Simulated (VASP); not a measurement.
## Ge: single point with PBE

Crystal: Ge.

```xyz
4
Lattice="3.0526 3.0526 0.0000 -3.0526 3.0526 0.0000 0.0000 0.0000 5.5523" Properties=species:S:1:pos:R:3 pbc="T T T"
Ge    0.0000    3.0526    2.7761
Ge    1.5263    1.5263    1.3881
Ge    0.0000    0.0000    0.0000
Ge   -1.5263    1.5263    4.1642
```

This cell differs from its parent crystal: biaxial strain in the a-b plane: +6.0 %.

```yaml
Program: VASP 6.6.1
Task: single point
Functional: PBE
Potentials_or_basis: VASP PAW PBE potentials, release 64 (Ge_d)
Cutoff: 500 eV
k_mesh: 14 × 14 × 10
Occupations: gaussian, width 0.1 eV
Spin: no spin polarisation
```

```json
{
 "Pressure": "-3.9 GPa",
 "Band gap on the k mesh": "zero (bands 28 and 29 overlap by 0.49 eV)"
}
```

Stress tensor (GPa, compression positive):
```
-5.53  0.00  0.00
 0.00 -5.53  0.00
 0.00  0.00 -0.64
```

Levels at points of the mesh, in eV from the Fermi level:
```
           k point  band 24  band 25  band 26  band 27  band 28  band 29  band 30  band 31  band 32  band 33
(0.00, 0.00, 0.00)    -2.96    -2.96    -1.15    -0.16    -0.16     0.44     0.53     0.53     2.25     2.71
(0.50, 0.00, 0.00)    -6.17    -2.96    -2.96    -1.63    -1.63     1.35     1.35     4.62     4.62     4.98
(0.50, 0.50, 0.00)    -8.50    -2.38    -2.38    -2.38    -2.38     1.16     1.16     1.16     1.16     8.10
(0.00, 0.00, 0.50)    -4.55    -1.97    -1.97    -1.97    -1.97     0.64     0.64     2.53     2.53     5.40
(0.50, 0.00, 0.50)    -7.02    -1.51    -1.51    -0.83    -0.83    -0.26    -0.26     3.47     3.47     4.02
(0.50, 0.50, 0.50)    -8.40    -3.27    -3.27    -3.27    -3.27     4.47     4.47     4.47     4.47     5.29
```

Wall time 9.1 min on 1 thread of Oxide Virtual Turin-like Processor, with other jobs on the host, peak memory 0.55 GiB.

Caveat: the cell differs from its parent crystal (biaxial strain in the a-b plane: +6.0 %); the cell stands under tension; semilocal functionals underestimate gaps, and a narrow one can read as zero.
